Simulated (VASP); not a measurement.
# Zr2O: single point with PBEsol

Crystal: Zr2O.

```
CELL_PARAMETERS angstrom
4.87229 0.00000 0.00000
0.00000 4.87229 0.00000
0.00000 0.00000 4.65628
ATOMIC_POSITIONS crystal
Zr 0.25000 0.25000 0.75000
Zr 0.75000 0.25000 0.25000
Zr 0.25000 0.75000 0.25000
Zr 0.75000 0.75000 0.75000
O 0.00000 0.00000 0.00000
O 0.50000 0.50000 0.50000
```

This cell differs from its parent crystal: strain +0.015 along x and y, -0.030 along z.

- Program: VASP 6.6.1
- Task: single point
- Functional: PBEsol
- Potentials or basis: VASP PAW PBE potentials, release 64 (Zr_sv, O)
- Cutoff: 520 eV
- k mesh: 10 × 10 × 10
- Occupations: gaussian, width 0.15 eV
- Spin: no spin polarisation
- Dipole correction: no
- Further INCAR settings: ALGO = Normal; EDIFF = 1e-07; NBANDS = 39

```
Pressure               : 0.2 GPa
Band gap on the k mesh : zero (band 30 reaches 8.84 eV, above the bottom of band 31 at 8.11 eV)
```

Stress tensor (GPa, compression positive):
```
-0.46  0.00  0.00
 0.00 -0.46  0.00
 0.00  0.00  1.55
```

Levels at points of the mesh, in eV from the Fermi level:
| k point | band 26 | band 27 | band 28 | band 29 | band 30 | band 31 | band 32 | band 33 | band 34 | band 35 |
| --- | --- | --- | --- | --- | --- | --- | --- | --- | --- | --- |
| (0.00, 0.00, 0.00) | -2.04 | -1.93 | -1.76 | -1.76 | -1.58 | 1.74 | 2.07 | 2.12 | 2.44 | 2.44 |
| (0.50, 0.00, 0.00) | -2.73 | -0.66 | -0.66 | -0.31 | -0.31 | -0.21 | -0.21 | 1.07 | 1.07 | 1.75 |
| (0.50, 0.50, 0.00) | -1.87 | -1.41 | -1.41 | 0.08 | 0.08 | 0.10 | 0.10 | 0.84 | 0.84 | 1.26 |
| (0.00, 0.00, 0.50) | -2.54 | -0.67 | -0.67 | -0.20 | -0.20 | -0.10 | -0.10 | 1.40 | 1.40 | 1.83 |
| (0.50, 0.00, 0.50) | -1.77 | -1.41 | -1.41 | 0.00 | 0.00 | 0.18 | 0.18 | 0.83 | 0.83 | 1.41 |
| (0.50, 0.50, 0.50) | -2.50 | -2.37 | -0.05 | 0.37 | 0.38 | 0.70 | 0.70 | 1.45 | 1.45 | 1.60 |

Wall time 2.9 min on 1 thread of Intel(R) Xeon(R) 6975P-C (Granite Rapids) (shared host), peak memory 0.49 GiB.

Caveat: the cell differs from its parent crystal (strain +0.015 along x and y, -0.030 along z); the PAW data sets were made with another functional, which shifts forces and pressure a little.
